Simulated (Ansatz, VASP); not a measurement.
**Sn in VASP and in Ansatz**

POSCAR

```
Sn
1.0
   -2.9788309508      2.9788309508      1.6203478496
    2.9788309508     -2.9788309508      1.6203478496
    2.9788309508      2.9788309508     -1.6203478496
Sn
2
Direct
    0.0000000000      0.0000000000      0.0000000000
    0.7500000000      0.2500000000      0.5000000000
```

Contents of INCAR.step1:

```
SYSTEM = Sn
ALGO = Normal ; EDIFF = 1E-4
ENCUT = 520 ; GGA = PE
ISMEAR = -1 ; LASPH = .TRUE.
LCHARG = .FALSE. ; LREAL = .FALSE.
LWAVE = .TRUE. ; NBANDS = 21
NELM = 100 ; PREC = Accurate
SIGMA = 0.05
```

The input INCAR.step2:

```
SYSTEM = Sn
ALGO = Normal ; EDIFF = 1E-6
ENCUT = 520 ; ISIF = 2
ISMEAR = -1 ; ISTART = 1
LASPH = .TRUE. ; LCHARG = .FALSE.
LMIXTAU = .TRUE. ; LREAL = .FALSE.
LWAVE = .FALSE. ; METAGGA = R2SCAN
NBANDS = 21 ; NELM = 100
PREC = Accurate ; SIGMA = 0.05
```

KPOINTS

```
k-points
0
G
  9 9 9
  0 0 0
```

File input.yaml:

```yaml
crystal:
  lattice:
    - [-2.9788309508, 2.9788309508, 1.6203478496]
    - [2.9788309508, -2.9788309508, 1.6203478496]
    - [2.9788309508, 2.9788309508, -1.6203478496]
  atoms:
    - { symbol: Sn, position: [0.0, 0.0, 0.0] }
    - { symbol: Sn, position: [0.75, 0.25, 0.5] }
hamiltonian:
  xc: r2scan
  pseudopotentials: { kind: paw }
kpoints:
  mp_grid: { grid: [9, 9, 9] }
scf:
  occupations: { method: fermi_dirac, width: 0.05 }
output:
  forces: true
  stress: true
  eigenvalues: true
```

Alike in both runs: task single point; functional r2SCAN; k mesh 9 × 9 × 9; occupations fermi-dirac, width 0.05 eV; no spin polarisation.

|  | VASP | Ansatz |
| --- | --- | --- |
| version | VASP 6.6.1 | Ansatz 0.2.0 |
| potentials or method | VASP PAW PBE potentials, release 64 (Sn_d) | Ansatz PAW |
| plane-wave cutoff (eV) | 520 | 500 |
| valence electrons in the cell | 28 | 28 |

```tsv
	VASP	Ansatz	Ansatz less VASP
gap on the k mesh at the Fermi level (eV)	none	none	-
pressure (GPa)	-2.0	-2.0	+0.03
traceless stress, the component that is largest in VASP (GPa)	-0.14	-0.14	0.000
```

VASP's potentials were made for PBE, not for r2SCAN. A gap of «none» marks a metal or a gap that the smearing closes.
